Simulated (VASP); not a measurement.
Write the native input for VASP 6.6.1 that does the following.

```yaml
Task: single point
Functional: PBEsol
Potentials_or_basis: VASP PAW PBE potentials, release 64 (Ba_sv, Ti_sv, O)
Cutoff: 520 eV
k_mesh: 8 × 8 × 8
Occupations: gaussian, width 0.05 eV
Spin: no spin polarisation
Dipole_correction: no
Further_INCAR_settings: ALGO = Normal; EDIFF = 1e-07; NBANDS = 28
```

The structure of BaTiO3 (Barioperovskite) lies in POSCAR:

```
BaTiO3
1.0
    3.9620042680      0.0000000000      0.0000000000
    0.0000000000      2.8735940539      2.8969140638
    0.0000000000     -2.8735940539      2.8969140638
Ba Ti O
1 1 3
Direct
    0.0000000000      0.0113597807      0.0113597807
    0.5000000000      0.5266406950      0.5266406950
    0.0000000000      0.4880275260      0.4880275260
    0.5000000000      0.4932491619      0.9776028364
    0.5000000000      0.9776028364      0.4932491619
```

This cell differs from its parent crystal: volume scaled by 1.040.

These files were run (other wordings do the same):

INCAR

```
SYSTEM = BaTiO3
PREC = Accurate ; ENCUT = 520
EDIFF = 1E-7 ; ISMEAR = 0
SIGMA = 0.05 ; LREAL = .False.
LASPH = .True. ; NELM = 80
ALGO = Normal ; ISIF = 2
LWAVE = .False. ; LCHARG = .False.
GGA = PS ; NBANDS = 28
```

KPOINTS

```
Automatic mesh
0
Gamma
  8 8 8
  0 0 0
```

Potentials or basis: VASP PAW PBE potentials, release 64 (Ba_sv, Ti_sv, O).

Run with:

```bash
$ cat potpaw_PBE.64/Ba_sv/POTCAR potpaw_PBE.64/Ti_sv/POTCAR potpaw_PBE.64/O/POTCAR > POTCAR
$ mpirun -np 1 vasp_std > vasp.out
```

Results of the run:

- Pressure: -2.3 GPa
- Largest force: 0.085 eV/Å
- Band gap on the k mesh: 2.29 eV, indirect (least direct gap 2.80 eV)

Caveat: the PAW data sets were made with another functional, which shifts forces and pressure a little; spin-orbit coupling is left out, which moves the levels of the heavy elements.

Wall time 2.7 min on 1 thread of Oxide Virtual Turin-like Processor, with other jobs on the host, peak memory 0.27 GiB.
